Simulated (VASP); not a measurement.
# CdS (F-43m) in VASP: further runs

CdS is run at these levels: r2SCAN; tasks: single point.

Everything below comes from runs of VASP 6.6.1. Logs are shortened: lines on timing, memory, paths and dates and some standing lists are left out, and cuts for length are marked.

## Step 1: The cell of the first run

Symmetry: F-43m, No. 216, cubic system. Conventional cell: a = 5.819 Å, b = 5.819 Å, c = 5.819 Å, α = 90.00°, β = 90.00°, γ = 90.00°. Cd (site symmetry -43m) has 4 S at 2.52 Å within 3.3 Å. S (site symmetry -43m) has 4 Cd at 2.52 Å within 3.3 Å.

## Step 2: Single point, r2SCAN (24.63 Å³/atom)

Contents of POSCAR:

```
CdS
1.0
    0.0000000000      2.9095882262      2.9095882262
    2.9095882262      0.0000000000      2.9095882262
    2.9095882262      2.9095882262      0.0000000000
Cd S
1 1
Direct
    0.0000000000      0.0000000000      0.0000000000
    0.2500000000      0.2500000000      0.2500000000
```

Contents of INCAR.step1:

```
PREC     = Accurate       # precision mode
ENCUT    = 520            # plane-wave cutoff, eV
ISMEAR   = 0              # smearing method
SIGMA    = 0.02           # smearing width, eV
LREAL    = False          # projectors in reciprocal space
LASPH    = True           # aspherical terms in the spheres
NELM     = 60             # most SCF steps
NBANDS   = 16             # bands
GGA      = PE             # functional
ALGO     = Normal         # electronic algorithm
EDIFF    = 1E-4           # SCF threshold, eV
LWAVE    = True           # write WAVECAR
LCHARG   = False          # write CHGCAR
```

Contents of INCAR.step2:

```
PREC     = Accurate       # precision mode
ENCUT    = 520            # plane-wave cutoff, eV
EDIFF    = 1E-7           # SCF threshold, eV
ISMEAR   = 0              # smearing method
SIGMA    = 0.02           # smearing width, eV
LREAL    = False          # projectors in reciprocal space
LASPH    = True           # aspherical terms in the spheres
NELM     = 60             # most SCF steps
ALGO     = Normal         # electronic algorithm
ISIF     = 2              # what is computed and relaxed
LWAVE    = False          # write WAVECAR
LCHARG   = True           # write CHGCAR
METAGGA  = R2SCAN         # meta-GGA
LMIXTAU  = True         
LELF     = True           # ELF
LVHAR    = True         
NBANDS   = 16             # bands
ISTART   = 1
```

Contents of KPOINTS:

```
regular mesh
0
Gamma
  8 8 8
```

Potentials or basis: VASP PAW PBE potentials, release 64 (Cd, S).

Run with:

```console
$ cat potpaw_PBE.64/Cd/POTCAR potpaw_PBE.64/S/POTCAR > POTCAR
$ cp INCAR.step1 INCAR
$ mpirun -np 1 vasp_std > vasp.out
$ cp INCAR.step2 INCAR
$ mpirun -np 1 vasp_std > vasp.out
```

OUTCAR:

```text
PREC = Accurate
   ENCUT = 520
   EDIFF = 1E-7
   ISMEAR = 0
   LREAL = False
   LASPH = True
   NELM = 60
   ISIF = 2
   METAGGA = R2SCAN
   ISTART = 1

 ion  position               nearest neighbor table
   1  0.000  0.000  0.000-   2 2.52   2 2.52   2 2.52   2 2.52
   2  0.250  0.250  0.250-   1 2.52   1 2.52   1 2.52   1 2.52

  LATTYP: Found a face centered cubic cell.
 ALAT       =     5.8191764524

  Lattice vectors:

 A1 = (   0.0000000000,   2.9095882262,   2.9095882262)
 A2 = (   2.9095882262,   0.0000000000,   2.9095882262)
 A3 = (   2.9095882262,   2.9095882262,   0.0000000000)

Analysis of symmetry for initial positions (statically):
=====================================================================
 Subroutine PRICEL returns:
 Original cell was already a primitive cell.

 Routine SETGRP: Setting up the symmetry group for a
 face centered cubic supercell.

 Subroutine GETGRP returns: Found 24 space group operations
 (whereof 24 operations were pure point group operations)
 out of a pool of 48 trial point group operations.

The static configuration has the point symmetry T_d .

Analysis of symmetry for dynamics (positions and initial velocities):
=====================================================================
 Subroutine PRICEL returns:
 Original cell was already a primitive cell.

 Routine SETGRP: Setting up the symmetry group for a
 face centered cubic supercell.

 Subroutine GETGRP returns: Found 24 space group operations
 (whereof 24 operations were pure point group operations)
 out of a pool of 48 trial point group operations.

The dynamic configuration has the point symmetry T_d .

 Subroutine INISYM returns: Found 24 space group operations
 (whereof 24 operations are pure point group operations),
 and found     1 'primitive' translations

----------------------------------------------------------------------------------------

                                     Primitive cell

  volume of cell :      49.2634

  direct lattice vectors                    reciprocal lattice vectors
     0.000000000  2.909588226  2.909588226    -0.171845623  0.171845623  0.171845623
     2.909588226  0.000000000  2.909588226     0.171845623 -0.171845623  0.171845623
     2.909588226  2.909588226  0.000000000     0.171845623  0.171845623 -0.171845623

  length of vectors
     4.114779130  4.114779130  4.114779130     0.297645349  0.297645349  0.297645349

  position of ions in fractional coordinates (direct lattice)
     0.000000000  0.000000000  0.000000000
     0.250000000  0.250000000  0.250000000

  ion indices of the primitive-cell ions
   primitive index   ion index
                 1           1
                 2           2

----------------------------------------------------------------------------------------

 KPOINTS: regular mesh

Automatic generation of k-mesh.
 Grid dimensions read from file:
 generate k-points for:    8    8    8

 Generating k-lattice:

  Cartesian coordinates                     Fractional coordinates (reciprocal lattice)
    -0.021480703  0.021480703  0.021480703     0.125000000  0.000000000  0.000000000
     0.021480703 -0.021480703  0.021480703     0.000000000  0.125000000  0.000000000
     0.021480703  0.021480703 -0.021480703     0.000000000  0.000000000  0.125000000

  Length of vectors
     0.037205669  0.037205669  0.037205669

  Shift w.r.t. Gamma in fractional coordinates (k-lattice)
     0.000000000  0.000000000  0.000000000

 Subroutine IBZKPT returns following result:
 ===========================================

 Found     29 irreducible k-points:

 Following reciprocal coordinates:
            Coordinates               Weight
  0.000000  0.000000  0.000000      1.000000
  0.125000  0.000000  0.000000      8.000000
  0.250000  0.000000  0.000000      8.000000
  0.375000  0.000000  0.000000      8.000000
  0.500000  0.000000  0.000000      4.000000
  0.125000  0.125000  0.000000      6.000000
[... 16 lines left out ...]
  0.500000  0.250000  0.125000     48.000000
 -0.375000  0.250000  0.125000     24.000000
 [... further k-points ...]
   k-points           NKPTS =     29   k-points in BZ     NKDIM =     29   number of bands    NBANDS=     16
   number of dos      NEDOS =    301   number of ions     NIONS =      2
   total plane-waves  NPLWV =  32768
   dimension x,y,z NGX =    32 NGY =   32 NGZ =   32
   dimension x,y,z NGXF=    64 NGYF=   64 NGZF=   64
   ions per type =               1   1
   NGX,Y,Z   is equivalent  to a cutoff of  12.93, 12.93, 12.93 a.u.
   NGXF,Y,Z  is equivalent  to a cutoff of  25.86, 25.86, 25.86 a.u.
 SYSTEM =  unknown system
   PREC   = accura    normal or accurate (medium, high low for compatibility)
   ISTART =      1    job   : 0-new  1-cont  2-samecut
   ICHARG =      0    charge: 1-file 2-atom 10-const
   ISPIN  =      1    spin polarized calculation?
   LNONCOLLINEAR =      F non collinear calculations
   LSORBIT =      F    spin-orbit coupling
   LASPH  =      T    aspherical Exc in radial PAW
   ENCUT  =  520.0 eV  38.22 Ry    6.18 a.u.   7.65  7.65  7.65*2*pi/ulx,y,z
   NELM   =     60;   NELMIN=  2; NELMDL=  0     # of ELM steps
   EDIFF  = 0.1E-06   stopping-criterion for ELM
   LREAL  =      F    real-space projection
   EDIFFG = 0.1E-05   stopping-criterion for IOM
   NSW    =      0    number of steps for IOM
   IBRION =     -1    ionic relax: 0-MD 1-quasi-New 2-CG
   NFREE  =      0    steps in history (QN), initial steepest desc. (CG)
   ISIF   =      2    stress and relaxation
   ISYM   =      2    0-nonsym 1-usesym 2-fastsym
   POTIM  = 0.5000    time-step for ionic-motion
   TEBEG  =    0.0;   TEEND  =   0.0 temperature during run
   PSTRESS=    0.0 pullay stress
   NELECT =      18.0000    total number of electrons
   NUPDOWN=      -1.0000    fix difference up-down
   EMIN   =  10.00;   EMAX   =-10.00  energy-range for DOS
   EFERMI =   0.00;   METHOD = LEGACY
   ISMEAR =     0;   SIGMA  =   0.02  broadening in eV -4-tet -1-fermi 0-gaus
   EFERMI_NEDOS =   21; number of points for ismear=-14 and -15
   IALGO  =     38    algorithm
   IMIX   =      4    mixing-type and parameters
     AMIX     =   0.40;   BMIX     =  1.00
     AMIX_MAG =   1.60;   BMIX_MAG =  1.00
  volume/ion in A,a.u.               =      24.63       166.22
  Fermi-wavevector in a.u.,A,eV,Ry     =   1.170373  2.211683 18.636879  1.369772
  Thomas-Fermi vector in A             =   2.306832
   LORBIT       =      0    0 simple, 1 ext, 2 COOP (PROOUT), +10 PAW based schemes
   METAGGA = R2SCAN    functional components
   LHFCALC =     F    Hartree Fock is set to
   AEXX    =    0.0000 exact exchange contribution
   IVDW    =     0    specifies the selected vdW correction
   LEPSILON=     F    determine dielectric tensor
   LRPA    =     F    only Hartree local field effects (RPA)
 non-spin polarized calculation
 Gauss-broadening in eV      SIGMA  =   0.02
  energy-cutoff  :      520.00
  volume of cell :       49.26
 maximum number of plane-waves:      1363
   NGX = 15   NGY = 15   NGZ = 15

 number of electron      18.0000003 magnetization

 Free energy of the ion-electron system (eV)
  ---------------------------------------------------
  ext. energy  EPLUGINS =         0.00000000
  ---------------------------------------------------
  free energy    TOTEN  =       -29.67372743 eV

  energy without entropy =      -29.67372743  energy(sigma->0) =      -29.67372743

 E-fermi :   1.2664     XC(G=0):  -9.7696

 val. band max:        1.1127340412   @ k =   0.0000   0.0000   0.0000
 cond. band min:       2.7217295006   @ k =   0.0000   0.0000   0.0000
 fundamental gap:      1.6089954593
 Fermi energy:         1.2663933235

 k-point     1 :       0.0000    0.0000    0.0000
  band No.  band energies     occupation
      1     -11.8097      2.00000
      2      -6.8819      2.00000
      3      -6.8819      2.00000
      4      -6.8819      2.00000
      5      -6.3569      2.00000
      6      -6.3569      2.00000
[... 8 lines left out ...]
     15      13.1355      0.00000
     16      13.1355      0.00000

 k-point     2 :       0.1250    0.0000    0.0000
  band No.  band energies     occupation
      1     -11.7461      2.00000
      2      -6.8578      2.00000
      3      -6.8578      2.00000
      4      -6.8233      2.00000
      5      -6.3579      2.00000
      6      -6.3579      2.00000
[... 8 lines left out ...]
     15      12.4957      0.00000
     16      13.6673      0.00000

 k-point     3 :       0.2500    0.0000    0.0000
  band No.  band energies     occupation
      1     -11.5918      2.00000
      2      -6.8052      2.00000
      3      -6.8052      2.00000
      4      -6.6159      2.00000
      5      -6.3522      2.00000
      6      -6.3522      2.00000
[... 8 lines left out ...]
     15      12.2630      0.00000
     16      12.8951      0.00000

 k-point     4 :       0.3750    0.0000    0.0000
  band No.  band energies     occupation
      1     -11.4374      2.00000
      2      -6.7636      2.00000
      3      -6.7636      2.00000
      4      -6.3317      2.00000
      5      -6.3317      2.00000
      6      -6.2381      2.00000
[... 8 lines left out ...]
     15      13.2032      0.00000
     16      13.2032      0.00000

 k-point     5 :       0.5000    0.0000    0.0000
  band No.  band energies     occupation
      1     -11.3740      2.00000
      2      -6.7505      2.00000
      3      -6.7505      2.00000
      4      -6.3178      2.00000
      5      -6.3178      2.00000
      6      -5.9646      2.00000
[... 8 lines left out ...]
     15      14.3129      0.00000
     16      14.3129      0.00000

 k-point     6 :       0.1250    0.1250    0.0000
  band No.  band energies     occupation
      1     -11.7251      2.00000
      2      -6.8347      2.00000
      3      -6.8347      2.00000
      4      -6.8342      2.00000
      5      -6.3734      2.00000
      6      -6.3436      2.00000
[... 8 lines left out ...]
     15      13.2427      0.00000
     16      14.4075      0.00000
[... 267 lines left out ...]
 k-point    21 :       0.5000    0.5000    0.0000
  band No.  band energies     occupation
      1     -11.2392      2.00000
      2      -6.6377      2.00000
      3      -6.5071      2.00000
      4      -6.5071      2.00000
      5      -6.2653      2.00000
      6      -5.8962      2.00000
[... 8 lines left out ...]
     15      14.0756      0.00000
     16      15.2658      0.00000

 k-point    22 :       0.3750    0.2500    0.1250
  band No.  band energies     occupation
      1     -11.4785      2.00000
      2      -6.7489      2.00000
      3      -6.7198      2.00000
      4      -6.5414      2.00000
      5      -6.3500      2.00000
      6      -6.2953      2.00000
[... 8 lines left out ...]
     15      13.7395      0.00000
     16      15.5358      0.00000

 k-point    23 :       0.5000    0.2500    0.1250
  band No.  band energies     occupation
      1     -11.3571      2.00000
      2      -6.7078      2.00000
      3      -6.6818      2.00000
      4      -6.4275      2.00000
      5      -6.3217      2.00000
      6      -6.0595      2.00000
[... 8 lines left out ...]
     15      14.6376      0.00000
     16      14.8799      0.00000

 k-point    24 :      -0.3750    0.2500    0.1250
  band No.  band energies     occupation
      1     -11.3075      2.00000
      2      -6.7011      2.00000
      3      -6.6638      2.00000
      4      -6.3842      2.00000
      5      -6.3291      2.00000
      6      -5.8466      2.00000
[... 8 lines left out ...]
     15      14.0142      0.00000
     16      14.9816      0.00000

 [... further k-points ...]
[... 5 lines left out ...]
  --------------------------------------------------------------------------------------
  -------------------------------------------------------------------------------------
  Total        0.7061998      0.7061998      0.7061998     -0.0000000     -0.0000000     -0.0000000
  in kB       22.9674942     22.9674942     22.9674942     -0.0000000     -0.0000000     -0.0000000
  external PRESSURE =      22.9674942 kB  Pullay stress =       0.0000000 kB

 VOLUME and BASIS-vectors are now :
 -----------------------------------------------------------------------------
  energy-cutoff  :      520.00
  volume of cell :       49.26
      direct lattice vectors                 reciprocal lattice vectors
     0.000000000  2.909588226  2.909588226    -0.171845623  0.171845623  0.171845623
     2.909588226  0.000000000  2.909588226     0.171845623 -0.171845623  0.171845623
     2.909588226  2.909588226  0.000000000     0.171845623  0.171845623 -0.171845623

 POSITION                                       TOTAL-FORCE (eV/Angst)
 -----------------------------------------------------------------------------------
      0.00000      0.00000      0.00000        -0.000000     -0.000000     -0.000000
      1.45479      1.45479      1.45479         0.000000      0.000000      0.000000
 -----------------------------------------------------------------------------------
    total drift:                               -0.000005     -0.000005     -0.000005

  FREE ENERGIE OF THE ION-ELECTRON SYSTEM (eV)
  ---------------------------------------------------
  free  energy   TOTEN  =       -29.6737274270 eV

  energy  without entropy=      -29.6737274270  energy(sigma->0) =      -29.67372743
```

Run time: 57 s. Hardware: 1 thread of AMD EPYC 9R45 (Zen 5), shared host; peak memory 0.16 GiB.

What came out:

```
Free energy            : -29.6737 eV
Pressure               : 2.3 GPa
Band gap on the k mesh : 1.61 eV
```

Levels at points of the mesh, in eV from the valence-band top:
| k point | band 6 | band 7 | band 8 | band 9 | band 10 | band 11 | band 12 | band 13 |
| --- | --- | --- | --- | --- | --- | --- | --- | --- |
| (0.00, 0.00, 0.00) | -7.47 | 0.00 | 0.00 | 0.00 | 1.61 | 7.07 | 7.07 | 7.07 |
| (0.50, 0.00, 0.00) | -7.08 | -4.51 | -0.78 | -0.78 | 3.49 | 7.48 | 7.48 | 7.92 |
| (0.50, 0.50, 0.00) | -7.01 | -4.01 | -1.95 | -1.95 | 3.83 | 4.76 | 9.84 | 11.60 |

Caveat: the PAW data sets were made with another functional, which shifts forces and pressure a little.

(Part 1 of 2 ends here.)
